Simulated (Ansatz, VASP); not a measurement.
# Two plane-wave programs on TiO2

```
Ti O
1.0
    -1.89961    1.89961    4.84845
     1.89961   -1.89961    4.84845
     1.89961    1.89961   -4.84845
Ti O
2 4
Direct
  0.00000 0.00000 0.00000
  0.75000 0.25000 0.50000
  0.20651 0.20651 0.00000
  0.95651 0.45651 0.50000
  0.54349 0.04349 0.50000
  0.79349 0.79349 0.00000
```

Alike in both runs: functional PBE; k mesh 10 × 10 × 10; occupations gaussian, width 0.02 eV; no spin polarisation.

Ansatz relaxed the structure, and its values are those at the end. VASP's run is a single point on that final structure, the one shown.

|  | VASP | Ansatz |
| --- | --- | --- |
| version | VASP 6.6.1 | Ansatz 0.2.0 |
| potentials or method | VASP PAW PBE potentials, release 64 (Ti_sv, O), cutoff 520 eV | scalar-relativistic, plane waves, PAW |
| valence electrons in the cell | 48 | 48 |

|  | VASP | Ansatz | Ansatz less VASP |
| --- | --- | --- | --- |
| gap on the k mesh at the Fermi level (eV) | 2.11 | 2.13 | +0.023 |
| least direct gap on the mesh (eV) | 2.41 | 2.43 | +0.021 |
| pressure (GPa) | 0.7 | 0.0 | -0.67 |
| rms of the force components (eV/Å) | 0.008 | 0.000 | -0.0078 |

With one functional, cell and mesh, what is left measures potentials, basis and numerics.
